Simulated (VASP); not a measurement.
# Mg4Zn (Pm-3m) in VASP: single point with PBE

Aim: the single point of Mg4Zn with PBE.

Program: VASP 6.6.1. These are calculated values, not measurements. Logs are shortened: lines on timing, memory, paths and dates and some standing lists are left out, and cuts for length are marked.

## Step 1: The cell of the first run

Symmetry: Pm-3m, No. 221, cubic system. The conventional cell has a = 5.283 Å, b = 5.283 Å, c = 5.283 Å, α = 90.00°, β = 90.00°, γ = 90.00°. Mg (site symmetry 4/mmm) has 2 Mg at 2.64 Å within 3.5 Å. Mg (site symmetry m-3m) has 6 Mg at 2.64 Å within 3.5 Å. Within 4.9 Å of Zn (site symmetry m-3m) lie 20 Mg at 3.74 to 4.58 Å.

## Step 2: Single point, PBE

INCAR reads:

```
PREC = Accurate
ENCUT = 520
EDIFF = 1E-7
ISMEAR = 0
SIGMA = 0.1
LREAL = F
LASPH = T
NELM = 80
ALGO = Fast
ISIF = 2
LWAVE = F
LCHARG = F
GGA = PE
NBANDS = 18
```

KPOINTS reads:

```
Automatic mesh
0
Gamma
  4 4 4
```

POSCAR reads:

```
Mg4Zn
1.0
    5.2829283700      0.0000000000      0.0000000000
    0.0000000000      5.2829283700      0.0000000000
    0.0000000000      0.0000000000      5.2829283700
Mg Zn
4 1
Direct
    0.5000000000      0.0000000000      0.0000000000
    0.0000000000      0.5000000000      0.0000000000
    0.0000000000      0.0000000000      0.5000000000
    0.0000000000      0.0000000000      0.0000000000
    0.5000000000      0.5000000000      0.5000000000
```

Potentials or basis: VASP PAW PBE potentials, release 64 (Mg, Zn).

Started as:

```console
$ cat potpaw_PBE.64/Mg/POTCAR potpaw_PBE.64/Zn/POTCAR > POTCAR
$ mpirun -np 1 vasp_std > vasp.out
```

OUTCAR:

```text
PREC = Accurate
   ENCUT = 520
   EDIFF = 1E-7
   ISMEAR = 0
   LREAL = F
   LASPH = T
   NELM = 80
   ISIF = 2
   GGA = PE

 ion  position               nearest neighbor table
   1  0.500  0.000  0.000-   4 2.64   4 2.64
   2  0.000  0.500  0.000-   4 2.64   4 2.64
   3  0.000  0.000  0.500-   4 2.64   4 2.64
   4  0.000  0.000  0.000-   1 2.64   2 2.64   3 2.64   3 2.64   2 2.64   1 2.64
   5  0.500  0.500  0.500-

  LATTYP: Found a simple cubic cell.
 ALAT       =     5.2829283700

  Lattice vectors:

 A1 = (   5.2829283700,   0.0000000000,   0.0000000000)
 A2 = (   0.0000000000,   5.2829283700,   0.0000000000)
 A3 = (   0.0000000000,   0.0000000000,   5.2829283700)

Analysis of symmetry for initial positions (statically):
=====================================================================
 Subroutine PRICEL returns:
 Original cell was already a primitive cell.

 Routine SETGRP: Setting up the symmetry group for a
 simple cubic supercell.

 Subroutine GETGRP returns: Found 48 space group operations
 (whereof 48 operations were pure point group operations)
 out of a pool of 48 trial point group operations.

The static configuration has the point symmetry O_h .

Analysis of symmetry for dynamics (positions and initial velocities):
=====================================================================
 Subroutine PRICEL returns:
 Original cell was already a primitive cell.

 Routine SETGRP: Setting up the symmetry group for a
 simple cubic supercell.

 Subroutine GETGRP returns: Found 48 space group operations
 (whereof 48 operations were pure point group operations)
 out of a pool of 48 trial point group operations.

The dynamic configuration has the point symmetry O_h .

 Subroutine INISYM returns: Found 48 space group operations
 (whereof 48 operations are pure point group operations),
 and found     1 'primitive' translations

----------------------------------------------------------------------------------------

                                     Primitive cell

  volume of cell :     147.4430

  direct lattice vectors                    reciprocal lattice vectors
     5.282928370  0.000000000  0.000000000     0.189288957  0.000000000  0.000000000
     0.000000000  5.282928370  0.000000000     0.000000000  0.189288957  0.000000000
     0.000000000  0.000000000  5.282928370     0.000000000  0.000000000  0.189288957

  length of vectors
     5.282928370  5.282928370  5.282928370     0.189288957  0.189288957  0.189288957

  position of ions in fractional coordinates (direct lattice)
     0.500000000  0.000000000  0.000000000
     0.000000000  0.500000000  0.000000000
     0.000000000  0.000000000  0.500000000
     0.000000000  0.000000000  0.000000000
     0.500000000  0.500000000  0.500000000

  ion indices of the primitive-cell ions
   primitive index   ion index
                 1           1
                 2           2
                 3           3
                 4           4
                 5           5

----------------------------------------------------------------------------------------

 KPOINTS: Automatic mesh

Automatic generation of k-mesh.
 Grid dimensions read from file:
 generate k-points for:    4    4    4

 Generating k-lattice:

  Cartesian coordinates                     Fractional coordinates (reciprocal lattice)
     0.047322239  0.000000000  0.000000000     0.250000000  0.000000000  0.000000000
     0.000000000  0.047322239  0.000000000     0.000000000  0.250000000  0.000000000
     0.000000000  0.000000000  0.047322239     0.000000000  0.000000000  0.250000000

  Length of vectors
     0.047322239  0.047322239  0.047322239

  Shift w.r.t. Gamma in fractional coordinates (k-lattice)
     0.000000000  0.000000000  0.000000000

 Subroutine IBZKPT returns following result:
 ===========================================

 Found     10 irreducible k-points:

 Following reciprocal coordinates:
            Coordinates               Weight
  0.000000  0.000000  0.000000      1.000000
  0.250000  0.000000  0.000000      6.000000
  0.500000  0.000000  0.000000      3.000000
  0.250000  0.250000  0.000000     12.000000
  0.500000  0.250000  0.000000     12.000000
  0.500000  0.500000  0.000000      3.000000
  0.250000  0.250000  0.250000      8.000000
  0.500000  0.250000  0.250000     12.000000
  0.500000  0.500000  0.250000      6.000000
  0.500000  0.500000  0.500000      1.000000
   k-points           NKPTS =     10   k-points in BZ     NKDIM =     10   number of bands    NBANDS=     18
   number of dos      NEDOS =    301   number of ions     NIONS =      5
   total plane-waves  NPLWV =  64000
   dimension x,y,z NGX =    40 NGY =   40 NGZ =   40
   dimension x,y,z NGXF=    80 NGYF=   80 NGZF=   80
   ions per type =               4   1
   NGX,Y,Z   is equivalent  to a cutoff of  12.59, 12.59, 12.59 a.u.
   NGXF,Y,Z  is equivalent  to a cutoff of  25.17, 25.17, 25.17 a.u.
 SYSTEM =  unknown system
   PREC   = accura    normal or accurate (medium, high low for compatibility)
   ISTART =      0    job   : 0-new  1-cont  2-samecut
   ICHARG =      2    charge: 1-file 2-atom 10-const
   ISPIN  =      1    spin polarized calculation?
   LNONCOLLINEAR =      F non collinear calculations
   LSORBIT =      F    spin-orbit coupling
   LASPH  =      T    aspherical Exc in radial PAW
   ENCUT  =  520.0 eV  38.22 Ry    6.18 a.u.   9.82  9.82  9.82*2*pi/ulx,y,z
   NELM   =     80;   NELMIN=  2; NELMDL= -5     # of ELM steps
   EDIFF  = 0.1E-06   stopping-criterion for ELM
   LREAL  =      F    real-space projection
   EDIFFG = 0.1E-05   stopping-criterion for IOM
   NSW    =      0    number of steps for IOM
   IBRION =     -1    ionic relax: 0-MD 1-quasi-New 2-CG
   NFREE  =      0    steps in history (QN), initial steepest desc. (CG)
   ISIF   =      2    stress and relaxation
   ISYM   =      2    0-nonsym 1-usesym 2-fastsym
   POTIM  = 0.5000    time-step for ionic-motion
   TEBEG  =    0.0;   TEEND  =   0.0 temperature during run
   PSTRESS=    0.0 pullay stress
   NELECT =      20.0000    total number of electrons
   NUPDOWN=      -1.0000    fix difference up-down
   EMIN   =  10.00;   EMAX   =-10.00  energy-range for DOS
   EFERMI =   0.00;   METHOD = LEGACY
   ISMEAR =     0;   SIGMA  =   0.10  broadening in eV -4-tet -1-fermi 0-gaus
   EFERMI_NEDOS =   21; number of points for ismear=-14 and -15
   IALGO  =     68    algorithm
   IMIX   =      4    mixing-type and parameters
     AMIX     =   0.40;   BMIX     =  1.00
     AMIX_MAG =   1.60;   BMIX_MAG =  1.00
  volume/ion in A,a.u.               =      29.49       199.00
  Fermi-wavevector in a.u.,A,eV,Ry     =   0.841156  1.589555  9.626723  0.707544
  Thomas-Fermi vector in A             =   1.955655
   LORBIT       =      0    0 simple, 1 ext, 2 COOP (PROOUT), +10 PAW based schemes
   GGA     = PE    functional components
   LHFCALC =     F    Hartree Fock is set to
   AEXX    =    0.0000 exact exchange contribution
   IVDW    =     0    specifies the selected vdW correction
   LEPSILON=     F    determine dielectric tensor
   LRPA    =     F    only Hartree local field effects (RPA)
 non-spin polarized calculation
 RMM-DIIS sequential band-by-band and
 Gauss-broadening in eV      SIGMA  =   0.10
  energy-cutoff  :      520.00
  volume of cell :      147.44
 maximum number of plane-waves:      3984
 NGX is ok and might be reduce to    40
   NGX = 19   NGY = 19   NGZ = 19

 number of electron      20.0000024 magnetization

 Free energy of the ion-electron system (eV)
  ---------------------------------------------------
  ext. energy  EPLUGINS =         0.00000000
  ---------------------------------------------------
  free energy    TOTEN  =        -3.94033630 eV

  energy without entropy =       -3.93349361  energy(sigma->0) =       -3.93691495

 E-fermi :   1.0106     XC(G=0):  -7.7531

 val. band max:        0.9335500124   @ k =   0.5000   0.0000   0.0000
 cond. band min:       1.1146883037   @ k =   0.5000   0.5000   0.2500
 fundamental gap:      0.1811382913
 Fermi energy:         1.0105669809

 k-point     1 :       0.0000    0.0000    0.0000
  band No.  band energies     occupation
      1      -5.5273      2.00000
      2      -5.5273      2.00000
      3      -5.5167      2.00000
      4      -5.5167      2.00000
      5      -5.5167      2.00000
      6      -5.0456      2.00000
[... 10 lines left out ...]
     17       5.6610      0.00000
     18       5.6615      0.00000

 k-point     2 :       0.2500    0.0000    0.0000
  band No.  band energies     occupation
      1      -5.5263      2.00000
      2      -5.5226      2.00000
      3      -5.5194      2.00000
      4      -5.5194      2.00000
      5      -5.5164      2.00000
      6      -4.7275      2.00000
[... 10 lines left out ...]
     17       5.5872      0.00000
     18       5.5914      0.00000

 k-point     3 :       0.5000    0.0000    0.0000
  band No.  band energies     occupation
      1      -5.5253      2.00000
      2      -5.5221      2.00000
      3      -5.5221      2.00000
      4      -5.5182      2.00000
      5      -5.5161      2.00000
      6      -4.0250      2.00000
[... 10 lines left out ...]
     17       6.1778      0.00000
     18       6.4079      0.00000

 k-point     4 :       0.2500    0.2500    0.0000
  band No.  band energies     occupation
      1      -5.5258      2.00000
      2      -5.5237      2.00000
      3      -5.5192      2.00000
      4      -5.5188      2.00000
      5      -5.5188      2.00000
      6      -4.4091      2.00000
[... 81 lines left out ...]
      4      -5.5174      2.00000
      5      -5.5126      2.00000
      6      -3.4189      2.00000
[... 10 lines left out ...]
     17       6.0193      0.00000
     18       6.6690      0.00000

 k-point     9 :       0.5000    0.5000    0.2500
  band No.  band energies     occupation
      1      -5.5353      2.00000
      2      -5.5265      2.00000
      3      -5.5265      2.00000
      4      -5.5148      2.00000
      5      -5.5091      2.00000
      6      -2.8722      2.00000
[... 10 lines left out ...]
     17       6.0571      0.00000
     18       6.7656      0.00000

 k-point    10 :       0.5000    0.5000    0.5000
  band No.  band energies     occupation
      1      -5.5319      2.00000
      2      -5.5319      2.00000
      3      -5.5319      2.00000
      4      -5.5089      2.00000
      5      -5.5089      2.00000
      6      -2.3564      2.00000
[... 10 lines left out ...]
     17       8.2155      0.00000
     18       8.2584      0.00000

------------------------ aborting loop because EDIFF is reached ----------------------------------------

  FORCE on cell =-STRESS in cart. coord.  units (eV):
  Direction    XX          YY          ZZ          XY          YZ          ZX
  --------------------------------------------------------------------------------------
  -------------------------------------------------------------------------------------
  Total        1.1370964      1.1370964      1.1370964      0.0000000      0.0000000     -0.0000000
  in kB       12.3561649     12.3561649     12.3561649      0.0000000      0.0000000     -0.0000000
  external PRESSURE =      12.3561649 kB  Pullay stress =       0.0000000 kB

 VOLUME and BASIS-vectors are now :
 -----------------------------------------------------------------------------
  energy-cutoff  :      520.00
  volume of cell :      147.44
      direct lattice vectors                 reciprocal lattice vectors
     5.282928370  0.000000000  0.000000000     0.189288957  0.000000000  0.000000000
     0.000000000  5.282928370  0.000000000     0.000000000  0.189288957  0.000000000
     0.000000000  0.000000000  5.282928370     0.000000000  0.000000000  0.189288957

 POSITION                                       TOTAL-FORCE (eV/Angst)
 -----------------------------------------------------------------------------------
      2.64146      0.00000      0.00000         0.000000      0.000000      0.000000
      0.00000      2.64146      0.00000         0.000000      0.000000      0.000000
      0.00000      0.00000      2.64146         0.000000      0.000000      0.000000
      0.00000      0.00000      0.00000         0.000000      0.000000      0.000000
      2.64146      2.64146      2.64146         0.000000      0.000000      0.000000
 -----------------------------------------------------------------------------------
    total drift:                               -0.000000      0.000000     -0.000000

  FREE ENERGIE OF THE ION-ELECTRON SYSTEM (eV)
  ---------------------------------------------------
  free  energy   TOTEN  =        -3.9403363006 eV

  energy  without entropy=       -3.9334936063  energy(sigma->0) =       -3.93691495
```

Wall time 51 s (1 thread of AMD EPYC 7R13, shared host); peak memory 0.21 GiB.

What came out:

- Free energy: -3.9403 eV
- Pressure: 1.2 GPa
- Band gap on the k mesh: zero (band 10 reaches 1.46 eV, above the bottom of band 11 at 0.05 eV)

Levels at points of the mesh, in eV from the Fermi level:
```
           k point  band 7  band 8  band 9  band 10  band 11  band 12  band 13  band 14
(0.00, 0.00, 0.00)   -1.87   -0.86   -0.86    -0.86     0.13     0.13     3.55     3.55
(0.50, 0.00, 0.00)   -4.39   -0.47   -0.08    -0.08     0.80     0.84     1.09     1.09
(0.50, 0.50, 0.00)   -3.25   -3.02   -3.02     0.45     1.85     2.03     2.34     2.34
(0.50, 0.50, 0.50)   -2.57   -2.19   -2.19    -2.19    -0.96    -0.96    -0.96     5.96
```
